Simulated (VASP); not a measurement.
Here is a VASP 6.6.1 calculation.

The input INCAR:

```
SYSTEM = BN
PREC = Accurate
ENCUT = 520
EDIFF = 1E-7
ISMEAR = 0
SIGMA = 0.01
LREAL = .FALSE.
LASPH = .TRUE.
NELM = 60
ALGO = Normal
ISIF = 2
LWAVE = .FALSE.
LCHARG = .FALSE.
GGA = PS
NBANDS = 11
```

Contents of KPOINTS:

```
Automatic mesh
0
G
  6 6 6
  0 0 0
```

POSCAR

```
BN
1.0
    0.0000000000      1.8075000000      1.8075000000
    1.8075000000      0.0000000000      1.8075000000
    1.8075000000      1.8075000000      0.0000000000
B N
1 1
Direct
    0.0000000000      0.0000000000      0.0000000000
    0.2500000000      0.2500000000      0.2500000000
```

Potentials or basis: VASP PAW PBE potentials, release 64 (B, N).

The run is started by

```console
$ cat potpaw_PBE.64/B/POTCAR potpaw_PBE.64/N/POTCAR > POTCAR
$ mpirun -np 1 vasp_std > vasp.out
```

Q: What does it give for the pressure?

A: -2.3 GPa.

Q: What does it give for the band gap on the k mesh?

A: 4.27 eV, indirect (least direct gap 8.76 eV).

Caveat: the k points lie up to 0.50 Å⁻¹ apart; the PAW data sets were made with another functional, which shifts forces and pressure a little. PBEsol gaps usually lie below the measured ones, often by a third to a half.
